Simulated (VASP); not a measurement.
Input of a VASP 6.6.1 run:

INCAR

```
PREC = Accurate ; ENCUT = 520
EDIFF = 1E-6 ; ISMEAR = 0
SIGMA = 0.1 ; LREAL = F
LASPH = T ; NELM = 150
ALGO = Normal ; ISIF = 2
LWAVE = F ; LCHARG = F
ISPIN = 2 ; MAGMOM = 2 3 0 0 0 0 0 0 0 0 0 0 0 0
LORBIT = 11 ; LMAXMIX = 4
GGA = PE ; NBANDS = 56
```

File KPOINTS:

```
regular mesh
0
Gamma
  4 4 4
```

POSCAR

```
VCrC6N6
1.0
    0.0000000000      5.1155000000      5.1155000000
    5.1155000000      0.0000000000      5.1155000000
    5.1155000000      5.1155000000      0.0000000000
V Cr C N
1 1 6 6
Direct
    0.5000000000      0.5000000000      0.5000000000
    0.0000000000      0.0000000000      0.0000000000
    0.8105757000      0.1894243000      0.1894243000
    0.1894243000      0.8105757000      0.1894243000
    0.1894243000      0.1894243000      0.8105757000
    0.1894243000      0.8105757000      0.8105757000
    0.8105757000      0.1894243000      0.8105757000
    0.8105757000      0.8105757000      0.1894243000
    0.6962173800      0.3037826200      0.3037826200
    0.3037826200      0.6962173800      0.3037826200
    0.3037826200      0.3037826200      0.6962173800
    0.3037826200      0.6962173800      0.6962173800
    0.6962173800      0.3037826200      0.6962173800
    0.6962173800      0.6962173800      0.3037826200
```

Potentials or basis: VASP PAW PBE potentials, release 64 (V_sv, Cr_pv, C, N).

The run is started by

```console
$ cat potpaw_PBE.64/V_sv/POTCAR potpaw_PBE.64/Cr_pv/POTCAR potpaw_PBE.64/C/POTCAR potpaw_PBE.64/N/POTCAR > POTCAR
$ mpirun -np 1 vasp_std > vasp.out
```

(1) Estimate the pressure.

(2) Estimate the net moment.

Results:

(1) 2.9 GPa.

(2) 1.00 μB per cell.

Caveat: a cell with one magnetic atom can't hold antiferromagnetic order, which such compounds often take.
